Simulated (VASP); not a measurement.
Runs of VASP 6.6.1 on CuO. The structure is that of space group C2/c (No. 15), or close to it. The cells are those of the table. 

```csv
level,U,cell,k mesh,smearing,grid for exact exchange (PRECFOCK),share of exact exchange,screening parameter,gap on the mesh (eV),pressure (GPa),largest force (eV/Å)
RPBE+D3(BJ),-,"a = 2.957, b = 2.957, c = 5.229 Å, angles 97.7, 97.7, 72.3°, 4 atoms",10 × 10 × 5,fermi-dirac 0.05 eV,-,-,-,none,-19.0,0.27
RPBE+D3(BJ),-,"a = 2.920, b = 2.920, c = 5.163 Å, angles 97.7, 97.7, 72.3°, 4 atoms",10 × 10 × 5,fermi-dirac 0.05 eV,-,-,-,none,-14.0,0.16
PBE,-,"a = 2.900, b = 2.900, c = 5.129 Å, angles 97.7, 97.7, 72.3°, 4 atoms",10 × 10 × 5,gaussian 0.028 eV,-,-,-,none,6.3,0.22
PBE-based screened hybrid with 40 % exact exchange,-,"a = 2.900, b = 2.900, c = 5.129 Å, angles 97.7, 97.7, 72.3°, 4 atoms",5 × 5 × 3,fermi-dirac 0.05 eV,Normal,0.4,0.2 1/Å,none,-2.1,0.24
RPBE+D3(BJ),-,"a = 2.939, b = 2.939, c = 5.196 Å, angles 97.7, 97.7, 72.3°, 4 atoms",10 × 10 × 5,fermi-dirac 0.05 eV,-,-,-,none,(b),0.21
RPBE+D3(BJ),-,"a = 2.861, b = 2.861, c = 5.059 Å, angles 97.7, 97.7, 72.3°, 4 atoms",10 × 10 × 5,fermi-dirac 0.05 eV,-,-,-,none,-4.0,0.05
r2SCAN+D4,-,"a = 2.861, b = 2.861, c = 5.059 Å, angles 97.7, 97.7, 72.3°, 4 atoms",10 × 10 × 5,fermi-dirac 0.05 eV,-,-,-,none,6.3,0.10
r2SCAN+D4,-,"a = 2.939, b = 2.939, c = 5.196 Å, angles 97.7, 97.7, 72.3°, 4 atoms",10 × 10 × 5,fermi-dirac 0.05 eV,-,-,-,none,(a),0.36
r2SCAN+U,Cu d U = 5.3 eV,"a = 2.900, b = 2.900, c = 5.129 Å, angles 97.7, 97.7, 72.3°, 4 atoms",10 × 10 × 5,fermi-dirac 0.05 eV,-,-,-,none,-4.3,0.19
r2SCAN+D4,-,"a = 2.900, b = 2.900, c = 5.129 Å, angles 97.7, 97.7, 72.3°, 4 atoms",10 × 10 × 5,fermi-dirac 0.05 eV,-,-,-,none,(c),0.24
```

Alike in all rows: no spin polarisation.

Q: Fill in the values left out.

A: (a) -8.5; (b) -16.6; (c) -1.9.

Caveats: some runs use coarse meshes; the PAW data sets were made with another functional, which shifts forces and pressure a little (at least some runs); semilocal functionals often make such compounds metallic where correlation or magnetic order opens a gap, which also shifts bond lengths (at least some runs); the cell stands under tension (at least some runs); the dispersion term is far too large for a dense solid, which distorts pressure and volume (at least some runs); the cell stands under pressure (at least some runs); the stress differs along the axes, from -11 to -6 GPa (at least some runs); U without spin polarisation on a metal has little footing (at least some runs).

A gap of «none» marks levels without a gap at the run's occupations.
